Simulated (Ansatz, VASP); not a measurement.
Mn: VASP beside Ansatz

```
CELL_PARAMETERS angstrom
2.59530 0.00000 0.00000
-1.29765 2.24760 0.00000
0.00000 0.00000 4.21365
ATOMIC_POSITIONS crystal
Mn 0.33333 0.66667 0.25000
Mn 0.66667 0.33333 0.75000
```

Alike in both runs: task single point; functional revPBE; k mesh 16 × 16 × 9; occupations fermi-dirac, width 0.05 eV; collinear spin.

```csv
,VASP,Ansatz
version,VASP 6.6.1,Ansatz 0.2.0
potentials or method,"VASP PAW PBE potentials, release 64 (Mn_pv), cutoff 520 eV","plane waves (420 eV) with PAW, scalar-relativistic"
valence electrons in the cell,26,30
```

Ansatz gave:

* pressure (GPa): -14.9
* traceless stress, the component that is largest in VASP (GPa): 1.55
* net moment per atom (μB): 0.00
* size of the moment on the site where the two differ most (μB): 1.53

Problem. What did VASP give for the same quantities?

Solution. Pressure (GPa): -13.8; traceless stress, the component that is largest in VASP (GPa): 1.37; net moment per atom (μB): 0.00; size of the moment on the site where the two differ most (μB): 1.62.

VASP's potentials were made for PBE, not for revPBE. Site moments also hang on the region over which each program counts them. VASP's potentials hold 26 valence electrons a cell and Ansatz's 30, so a difference there can come from the potentials and not from the codes.
